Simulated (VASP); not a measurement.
# La16CO24 (a cell with a defect) in VASP: single point with PBE

Aim: the single point of La16CO24 (a cell with a defect) with PBE.

Program: VASP 6.6.1. These are calculated values, not measurements. Logs are shortened: lines on timing, memory, paths and dates and some standing lists are left out, and cuts for length are marked.

**1. The cell of the first run**

The cell holds a defect, 41 atoms: a = 7.881 Å, b = 7.881 Å, c = 12.376 Å, α = 90.00°, β = 90.00°, γ = 120.00°.

**2. Single point, PBE**

INCAR reads:

```
PREC = Accurate ; ENCUT = 520
EDIFF = 1E-6 ; ISMEAR = -1
SIGMA = 0.01 ; LREAL = Auto
LASPH = True ; NELM = 60
ALGO = Normal ; ISIF = 2
LWAVE = False ; LCHARG = False
GGA = PE ; NBANDS = 188
```

KPOINTS reads:

```
Automatic mesh
0
Gamma
  1 1 1
```

POSCAR reads:

```
La16CO24
1.0
    7.8811453700     -0.0000000600      0.0000000000
   -3.9405726400      6.8252721300      0.0000000000
    0.0000000000      0.0000000000     12.3757188400
La O C
16 24 1
Direct
    0.3352154800      0.1527018997      0.3919080631
    0.1518204399      0.3556117563      0.0904546245
    0.3323607943      0.1588225347      0.8782961330
    0.1624882121      0.3316538838      0.6163680751
    0.3270785282      0.6390178936      0.3672587475
    0.1440442585      0.8335825884      0.1399592236
    0.3450433307      0.6830074951      0.8780970334
    0.1746915391      0.8343803591      0.6265031632
    0.8489782393      0.1701584975      0.3680436716
    0.6652071867      0.3536286897      0.1317155812
    0.8149389080      0.1552411433      0.8739953727
    0.6581552928      0.3218635093      0.6245538623
    0.8354797391      0.6689444704      0.3923493304
    0.6807604407      0.8445066997      0.1319004594
    0.8297214385      0.6688772203      0.8906037817
    0.6573292576      0.8341047699      0.6189315626
    0.3286174743      0.1889139356      0.1735026488
    0.1872383597      0.3144425556      0.2875613163
   -0.0312579360     -0.0385421998      0.0008549806
    0.3267490901      0.1655361132      0.6874853178
    0.1607886251      0.3371153510      0.8807711407
    0.0211881055      0.0428063520      0.4948902831
    0.3316709381      0.6792347516      0.1687015540
    0.1668242913      0.8115065457      0.3404508501
   -0.0274725226      0.5279281074      0.0173518001
    0.3279944564      0.6598822631      0.6874227760
    0.1565831878      0.8287574329      0.8155553734
    0.0264222481      0.4595506145      0.4877071852
    0.8170226064      0.1796738688      0.1701557725
    0.6691321628      0.3331817394      0.3385723330
    0.4997843756      0.0060656966     -0.0217015273
    0.8329181662      0.1670714410      0.6856808974
    0.6665026731      0.3422029181      0.8143500293
    0.4947485303     -0.0022179292      0.5207581138
    0.8248583676      0.6648302021      0.2009007341
    0.6621962661      0.8336778273      0.3350564968
    0.5408887621      0.5421625632      0.0053768190
    0.8346501099      0.6632043329      0.6090746806
    0.6694287725      0.8279696300      0.8085131158
    0.4532721977      0.4776455744      0.4975369172
    0.1452789002      0.1374059511      0.2296644774
```

Potentials or basis: VASP PAW PBE potentials, release 64 (La, O, C).

Started as:

```bash
$ cat potpaw_PBE.64/La/POTCAR potpaw_PBE.64/O/POTCAR potpaw_PBE.64/C/POTCAR > POTCAR
$ mpirun -np 1 vasp_gam > vasp.out
```

OUTCAR:

```text
PREC = Accurate
   ENCUT = 520
   EDIFF = 1E-6
   ISMEAR = -1
   LREAL = Auto
   LASPH = True
   NELM = 60
   ISIF = 2
   GGA = PE

 ion  position               nearest neighbor table
   1  0.335  0.153  0.392-  30 2.38  24 2.41  41 2.47  18 2.48  22 2.52  40 2.60  34 2.67  17 2.72
                             8 3.63  12 3.63   4 3.67
   2  0.152  0.356  0.090-  23 2.42  41 2.42  29 2.49  18 2.49  17 2.56  25 2.56  21 2.60   7 3.46
                            11 3.54   3 3.68
   3  0.332  0.159  0.878-  20 2.36  27 2.38  21 2.39  33 2.42  31 2.51   2 3.68
   4  0.162  0.332  0.616-  28 2.40  26 2.41  32 2.41  20 2.42  40 2.47  22 2.48   1 3.67
   5  0.327  0.639  0.367-  24 2.30  36 2.33  18 2.43  23 2.48  40 2.54  28 2.55
   6  0.144  0.834  0.140-  35 2.31  23 2.36  17 2.46  24 2.50  25 2.58  41 2.63  19 2.70
   7  0.345  0.683  0.878-  21 2.36  26 2.37  39 2.38  27 2.41  31 2.53  37 2.79   2 3.46
   8  0.175  0.834  0.627-  38 2.33  27 2.34  26 2.36  20 2.39  34 2.55   1 3.63
   9  0.849  0.170  0.368-  36 2.34  30 2.37  29 2.47  28 2.48  18 2.52  22 2.58  14 3.67
  10  0.665  0.354  0.132-  29 2.28  35 2.29  17 2.35  25 2.54  30 2.57  37 2.66  15 3.68
  11  0.815  0.155  0.874-  32 2.33  21 2.36  39 2.38  33 2.41  31 2.51   2 3.54
  12  0.658  0.322  0.625-  38 2.34  33 2.35  32 2.37  20 2.39  34 2.56   1 3.63
  13  0.835  0.669  0.392-  24 2.36  35 2.37  30 2.39  36 2.41  38 2.68  16 3.65
  14  0.681  0.845  0.132-  29 2.35  35 2.37  23 2.43  36 2.52  19 2.56  37 2.59   9 3.67
  15  0.830  0.669  0.891-  39 2.41  27 2.42  19 2.42  33 2.42  37 2.43  25 2.49  10 3.68
  16  0.657  0.834  0.619-  39 2.35  38 2.38  26 2.40  32 2.42  34 2.54  13 3.65
  17  0.329  0.189  0.174-  41 1.47  10 2.35   6 2.46   2 2.56   1 2.72
  18  0.187  0.314  0.288-  41 1.45   5 2.43   1 2.48   2 2.49   9 2.52
  19  0.969  0.961  0.001-  15 2.42  14 2.56   6 2.70
  20  0.327  0.166  0.687-   3 2.36   8 2.39  12 2.39   4 2.42
  21  0.161  0.337  0.881-   7 2.36  11 2.36   3 2.39   2 2.60
  22  0.021  0.043  0.495-   4 2.48   1 2.52   9 2.58
  23  0.332  0.679  0.169-   6 2.36   2 2.42  14 2.43   5 2.48
  24  0.167  0.812  0.340-   5 2.30  13 2.36   1 2.41   6 2.50
  25  0.973  0.528  0.017-  15 2.49  10 2.54   2 2.56   6 2.58
  26  0.328  0.660  0.687-   8 2.36   7 2.37  16 2.40   4 2.41
  27  0.157  0.829  0.816-   8 2.34   3 2.38   7 2.41  15 2.42
  28  0.026  0.460  0.488-   4 2.40   9 2.48   5 2.55
  29  0.817  0.180  0.170-  10 2.28  14 2.35   9 2.47   2 2.49
  30  0.669  0.333  0.339-   9 2.37   1 2.38  13 2.39  10 2.57
  31  0.500  0.006  0.978-  11 2.51   3 2.51   7 2.53
  32  0.833  0.167  0.686-  11 2.33  12 2.37   4 2.41  16 2.42
  33  0.667  0.342  0.814-  12 2.35  11 2.41   3 2.42  15 2.42
  34  0.495  0.998  0.521-  16 2.54   8 2.55  12 2.56   1 2.67
  35  0.825  0.665  0.201-  10 2.29   6 2.31  13 2.37  14 2.37
  36  0.662  0.834  0.335-   5 2.33   9 2.34  13 2.41  14 2.52
  37  0.541  0.542  0.005-  15 2.43  14 2.59  10 2.66   7 2.79
  38  0.835  0.663  0.609-   8 2.33  12 2.34  16 2.38  13 2.68
  39  0.669  0.828  0.809-  16 2.35   7 2.38  11 2.38  15 2.41
  40  0.453  0.478  0.498-   4 2.47   5 2.54   1 2.60
  41  0.145  0.137  0.230-  18 1.45  17 1.47   2 2.42   1 2.47   6 2.63

  LATTYP: Found a hexagonal cell.
 ALAT       =     7.8811453700
 C/A-ratio  =     1.5702944507

  Lattice vectors:

 A1 = (   7.8811453700,  -0.0000000600,   0.0000000000)
 A2 = (  -3.9405726400,   6.8252721300,   0.0000000000)
 A3 = (   0.0000000000,   0.0000000000,  12.3757188400)

Analysis of symmetry for initial positions (statically):
=====================================================================
 Subroutine PRICEL returns:
 Original cell was already a primitive cell.

 Routine SETGRP: Setting up the symmetry group for a
 hexagonal supercell.

 Subroutine GETGRP returns: Found  1 space group operations
 (whereof  1 operations were pure point group operations)
 out of a pool of 24 trial point group operations.

The static configuration has the point symmetry C_1 .

Analysis of symmetry for dynamics (positions and initial velocities):
=====================================================================
 Subroutine PRICEL returns:
 Original cell was already a primitive cell.

 Routine SETGRP: Setting up the symmetry group for a
 hexagonal supercell.

 Subroutine GETGRP returns: Found  1 space group operations
 (whereof  1 operations were pure point group operations)
 out of a pool of 24 trial point group operations.

The dynamic configuration has the point symmetry C_1 .

 Subroutine INISYM returns: Found  1 space group operations
 (whereof  1 operations are pure point group operations),
 and found     1 'primitive' translations

----------------------------------------------------------------------------------------

                                     Primitive cell

  volume of cell :     665.7018

  direct lattice vectors                    reciprocal lattice vectors
     7.881145370 -0.000000060  0.000000000     0.126885111  0.073257152  0.000000000
    -3.940572640  6.825272130  0.000000000     0.000000001  0.146514305  0.000000000
     0.000000000  0.000000000 12.375718840     0.000000000  0.000000000  0.080803387

  length of vectors
     7.881145370  7.881145372 12.375718840     0.146514305  0.146514305  0.080803387

  position of ions in fractional coordinates (direct lattice)
     0.335215480  0.152701900  0.391908063
     0.151820440  0.355611756  0.090454624
     0.332360794  0.158822535  0.878296133
     0.162488212  0.331653884  0.616368075
     0.327078528  0.639017894  0.367258748
     0.144044259  0.833582588  0.139959224
[... 33 lines left out ...]
     0.453272198  0.477645574  0.497536917
     0.145278900  0.137405951  0.229664477

  ion indices of the primitive-cell ions
   primitive index   ion index
                 1           1
                 2           2
                 3           3
                 4           4
                 5           5
                 6           6
[... 33 lines left out ...]
                40          40
                41          41

----------------------------------------------------------------------------------------

 KPOINTS: Automatic mesh

Automatic generation of k-mesh.
 Grid dimensions read from file:
 generate k-points for:    1    1    1

 Generating k-lattice:

  Cartesian coordinates                     Fractional coordinates (reciprocal lattice)
     0.126885111  0.073257152  0.000000000     1.000000000  0.000000000  0.000000000
     0.000000001  0.146514305  0.000000000     0.000000000  1.000000000  0.000000000
     0.000000000  0.000000000  0.080803387     0.000000000  0.000000000  1.000000000

  Length of vectors
     0.146514305  0.146514305  0.080803387

  Shift w.r.t. Gamma in fractional coordinates (k-lattice)
     0.000000000  0.000000000  0.000000000

 Subroutine IBZKPT returns following result:
 ===========================================

 Found      1 irreducible k-points:

 Following reciprocal coordinates:
            Coordinates               Weight
  0.000000  0.000000  0.000000      1.000000
   k-points           NKPTS =      1   k-points in BZ     NKDIM =      1   number of bands    NBANDS=    188
   number of dos      NEDOS =    301   number of ions     NIONS =     41
   total plane-waves  NPLWV = 345600
   dimension x,y,z NGX =    60 NGY =   60 NGZ =   96
   dimension x,y,z NGXF=   120 NGYF=  120 NGZF=  192
   ions per type =              16  24   1
   NGX,Y,Z   is equivalent  to a cutoff of  12.66, 12.66, 12.90 a.u.
   NGXF,Y,Z  is equivalent  to a cutoff of  25.31, 25.31, 25.79 a.u.
 SYSTEM =  unknown system
   PREC   = accura    normal or accurate (medium, high low for compatibility)
   ISTART =      0    job   : 0-new  1-cont  2-samecut
   ICHARG =      2    charge: 1-file 2-atom 10-const
   ISPIN  =      1    spin polarized calculation?
   LNONCOLLINEAR =      F non collinear calculations
   LSORBIT =      F    spin-orbit coupling
   LASPH  =      T    aspherical Exc in radial PAW
   ENCUT  =  520.0 eV  38.22 Ry    6.18 a.u.  14.65 14.65 23.01*2*pi/ulx,y,z
   NELM   =     60;   NELMIN=  2; NELMDL= -5     # of ELM steps
   EDIFF  = 0.1E-05   stopping-criterion for ELM
   LREAL  =      T    real-space projection
   EDIFFG = 0.1E-04   stopping-criterion for IOM
   NSW    =      0    number of steps for IOM
   IBRION =     -1    ionic relax: 0-MD 1-quasi-New 2-CG
   NFREE  =      0    steps in history (QN), initial steepest desc. (CG)
   ISIF   =      2    stress and relaxation
   ISYM   =      2    0-nonsym 1-usesym 2-fastsym
   POTIM  = 0.5000    time-step for ionic-motion
   TEBEG  =    0.0;   TEEND  =   0.0 temperature during run
   PSTRESS=    0.0 pullay stress
   NELECT =     324.0000    total number of electrons
   NUPDOWN=      -1.0000    fix difference up-down
   EMIN   =  10.00;   EMAX   =-10.00  energy-range for DOS
   EFERMI =   0.00;   METHOD = LEGACY
   ISMEAR =    -1;   SIGMA  =   0.01  broadening in eV -4-tet -1-fermi 0-gaus
   EFERMI_NEDOS =   21; number of points for ismear=-14 and -15
   IALGO  =     38    algorithm
   IMIX   =      4    mixing-type and parameters
     AMIX     =   0.40;   BMIX     =  1.00
     AMIX_MAG =   1.60;   BMIX_MAG =  1.00
  volume/ion in A,a.u.               =      16.24       109.57
  Fermi-wavevector in a.u.,A,eV,Ry     =   1.287745  2.433485 22.562372  1.658288
  Thomas-Fermi vector in A             =   2.419741
   LORBIT       =      0    0 simple, 1 ext, 2 COOP (PROOUT), +10 PAW based schemes
   GGA     = PE    functional components
[... 5 lines left out ...]
 non-spin polarized calculation
  energy-cutoff  :      520.00
  volume of cell :      665.70
 maximum number of plane-waves:      8979
 NGX is ok and might be reduce to    60
   NGX = 29   NGY = 29   NGZ = 47

 number of electron     324.0000004 magnetization

 Free energy of the ion-electron system (eV)
  ---------------------------------------------------
  ext. energy  EPLUGINS =         0.00000000
  ---------------------------------------------------
  free energy    TOTEN  =      -337.02863586 eV

  energy without entropy =     -337.02863586  energy(sigma->0) =     -337.02863586

 E-fermi :   8.5621     XC(G=0): -10.4315

 val. band max:        8.2316617318   @ k =   0.0000   0.0000   0.0000
 cond. band min:       9.7106971294   @ k =   0.0000   0.0000   0.0000
 fundamental gap:      1.4790353976
 Fermi energy:         8.5621378153

 k-point     1 :       0.0000    0.0000    0.0000
  band No.  band energies     occupation
      1     -23.9604      2.00000
      2     -23.8638      2.00000
      3     -23.8078      2.00000
      4     -23.7951      2.00000
      5     -23.7794      2.00000
      6     -23.7670      2.00000
[... 166 lines left out ...]
    173      10.6025      0.00000
    174      10.6292      0.00000
 [bands above 174 left out]

------------------------ aborting loop because EDIFF is reached ----------------------------------------

  FORCE on cell =-STRESS in cart. coord.  units (eV):
  Direction    XX          YY          ZZ          XY          YZ          ZX
  --------------------------------------------------------------------------------------
  -------------------------------------------------------------------------------------
  Total       12.8246074     17.4778262     14.5870048      0.9564005     -2.1278688      1.8245414
  in kB       30.8656139     42.0647446     35.1072624      2.3018161     -5.1212466      4.3912137
  external PRESSURE =      36.0125403 kB  Pullay stress =       0.0000000 kB

 VOLUME and BASIS-vectors are now :
 -----------------------------------------------------------------------------
  energy-cutoff  :      520.00
  volume of cell :      665.70
      direct lattice vectors                 reciprocal lattice vectors
     7.881145370 -0.000000060  0.000000000     0.126885111  0.073257152  0.000000000
    -3.940572640  6.825272130  0.000000000     0.000000001  0.146514305  0.000000000
     0.000000000  0.000000000 12.375718840     0.000000000  0.000000000  0.080803387

 POSITION                                       TOTAL-FORCE (eV/Angst)
 -----------------------------------------------------------------------------------
      2.04015      1.04223      4.85014        -0.027735      0.012309     -0.004462
     -0.20480      2.42715      1.11944         0.050954     -0.023572      0.030331
      1.99353      1.08401     10.86955         0.011326     -0.001953     -0.057080
     -0.02631      2.26363      7.62800         0.007553      0.001761     -0.027855
      0.05966      4.36147      4.54509        -0.003923     -0.003504     -0.000556
     -2.14956      5.68943      1.73210         0.025149     -0.008752      0.017491
[... 33 lines left out ...]
      1.69011      3.26006      6.15738        -0.000958      0.005534      0.001866
      0.60351      0.93783      2.84226        -0.277204     -0.232902      0.002850
 -----------------------------------------------------------------------------------
    total drift:                               -0.019900      0.015665      0.005652

  FREE ENERGIE OF THE ION-ELECTRON SYSTEM (eV)
  ---------------------------------------------------
  free  energy   TOTEN  =      -337.0286358639 eV

  energy  without entropy=     -337.0286358639  energy(sigma->0) =     -337.02863586
```

Wall time 7.3 min (1 thread of AMD EPYC 7R43 (Zen 3), shared host); peak memory 0.68 GiB.

What came out:

- Free energy: -337.0286 eV
- Pressure: 3.6 GPa
- Largest force: 0.362 eV/Å
- Band gap on the k mesh: 1.48 eV

Forces in eV/Å, atoms in the order of the input:
```
La  -0.028  0.012 -0.004
La   0.051 -0.024  0.030
La   0.011 -0.002 -0.057
La   0.008  0.002 -0.028
La  -0.004 -0.004 -0.001
La   0.025 -0.009  0.017
La  -0.004  0.010 -0.014
La   0.009  0.001 -0.010
La  -0.018  0.004 -0.002
La   0.010 -0.016 -0.012
La  -0.008  0.013 -0.021
La  -0.005 -0.002 -0.015
La   0.013  0.007 -0.016
La   0.038  0.017  0.042
La   0.014 -0.005 -0.021
La   0.000 -0.006  0.019
O    0.159  0.024  0.130
O   -0.090  0.170  0.155
O    0.056 -0.004 -0.022
O    0.001  0.002 -0.004
O   -0.005  0.003 -0.005
O    0.010  0.006 -0.006
O    0.029  0.026 -0.023
O    0.005 -0.001 -0.017
O    0.013  0.004 -0.020
O    0.012 -0.004  0.010
O   -0.001 -0.008 -0.013
O   -0.018  0.001  0.012
O   -0.018 -0.006 -0.009
O   -0.026  0.001 -0.014
O   -0.024  0.026 -0.009
O    0.005 -0.008 -0.002
O    0.007  0.015 -0.022
O    0.002 -0.008 -0.015
O    0.012 -0.012 -0.030
O    0.004  0.008  0.000
O    0.030 -0.021  0.000
O    0.003  0.005 -0.028
O    0.000  0.008  0.019
O   -0.001  0.006  0.002
C   -0.277 -0.233  0.003
```

Levels at points of the mesh, in eV from the valence-band top:
```tsv
k point	band 158	band 159	band 160	band 161	band 162	band 163	band 164	band 165	band 166	band 167
(0.00, 0.00, 0.00)	-2.51	-2.46	-2.36	-1.99	0.00	1.48	1.58	1.69	1.96	2.07
```

Caveat: the k points lie up to 0.92 Å⁻¹ apart; spin-orbit coupling is left out, which moves the levels of the heavy elements.
